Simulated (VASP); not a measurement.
Set up this calculation in VASP 6.6.1, as the native input.

* Task: relaxation of cell and atoms
* Functional: PBE
* Potentials or basis: VASP PAW PBE potentials, release 64 (Al, P, O)
* Cutoff: 600 eV
* k mesh: 15 × 15 × 8
* Occupations: gaussian, width 0.1 eV
* Spin: no spin polarisation
* Dipole correction: no
* Further INCAR settings: ALGO = Normal; EDIFF = 1e-06; IBRION = 2; EDIFFG = -0.01; NSW = 100; ISIF = 3

The structure of Al2PO lies in POSCAR:

```
Al2PO
1.0
    3.3813318324      0.0000000000      0.0000000000
   -1.6906659162      2.9283192655      0.0000000000
    0.0000000000      0.0000000000      5.5638195916
Al P O
2 1 1
Direct
    0.6666666667      0.3333333333      0.2389867760
    0.6666666667      0.3333333333      0.7610132240
    0.3333333333      0.6666666667      0.5000000000
    0.0000000000      0.0000000000      0.0000000000
```

One way to write it, as run:

INCAR

```
ALGO = Normal
EDIFF = 1E-6
EDIFFG = -0.01
ENCUT = 600
GGA = PE
IBRION = 2
ISIF = 3
ISMEAR = 0
LASPH = T
LCHARG = F
LREAL = F
LWAVE = F
NELM = 100
NSW = 100
PREC = Accurate
SIGMA = 0.1
```

KPOINTS

```
k-points
0
Gamma
  15 15 8
```

Potentials or basis: VASP PAW PBE potentials, release 64 (Al, P, O).

The run is started by

```bash
$ cat potpaw_PBE.64/Al/POTCAR potpaw_PBE.64/P/POTCAR potpaw_PBE.64/O/POTCAR > POTCAR
$ mpirun -np 1 vasp_std > vasp.out
```

Results of the run:

| Property | Result |
| --- | --- |
| Relaxed volume | 13.74 Å³/atom |
| Relaxed cell | a = 3.370 Å, b = 3.370 Å, c = 5.586 Å, α = 90.00°, β = 90.00°, γ = 120.00° |
| Space group after relaxing (to 0.1 Å) | P-6m2 (No. 187) |
| Energy gained by relaxing | 0.3 meV/atom |
| Ionic steps | 3 |
| Pressure after relaxing | 0.1 GPa |
| Band gap on the k mesh | zero (an odd number of electrons rules out a gap without spin polarisation) |

Caveat: an odd number of electrons without spin polarisation forces a metal; a magnetic or distorted state may lie lower.

Wall time 72 s on 1 thread of Intel(R) Xeon(R) 6975P-C (Granite Rapids), with other jobs on the host, peak memory 0.27 GiB.
